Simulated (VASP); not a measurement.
A run of VASP 6.6.1 is set up as follows.

File INCAR:

```
ALGO     = Normal         # electronic algorithm
EDIFF    = 1E-7           # SCF threshold, eV
ENCUT    = 520            # plane-wave cutoff, eV
GGA      = PE             # functional
ISIF     = 2              # what is computed and relaxed
ISMEAR   = 0              # smearing method
LASPH    = True           # aspherical terms in the spheres
LCHARG   = False          # write CHGCAR
LREAL    = False          # projectors in reciprocal space
LWAVE    = False          # write WAVECAR
NBANDS   = 16             # bands
NELM     = 80             # most SCF steps
PREC     = Accurate       # precision mode
SIGMA    = 0.022          # smearing width, eV
```

The input KPOINTS:

```
k-points
0
Gamma
  7 7 7
```

Contents of POSCAR:

```
CdTe
1.0
    0.0000000000      3.2050000000      3.2050000000
    3.2050000000      0.0000000000      3.2050000000
    3.2050000000      3.2050000000      0.0000000000
Te Cd
1 1
Direct
    0.7500000000      0.7500000000      0.7500000000
    0.0000000000      0.0000000000      0.0000000000
```

Potentials or basis: VASP PAW PBE potentials, release 64 (Te, Cd).

The run is started by

```bash
$ cat potpaw_PBE.64/Te/POTCAR potpaw_PBE.64/Cd/POTCAR > POTCAR
$ mpirun -np 1 vasp_std > vasp.out
```

Question: Predict the band gap on the k mesh.

Answer: 0.87 eV, direct.

Question: What does it give for the pressure?

Answer: 4.4 GPa.

Caveat: spin-orbit coupling is left out, which moves the levels of the heavy elements.
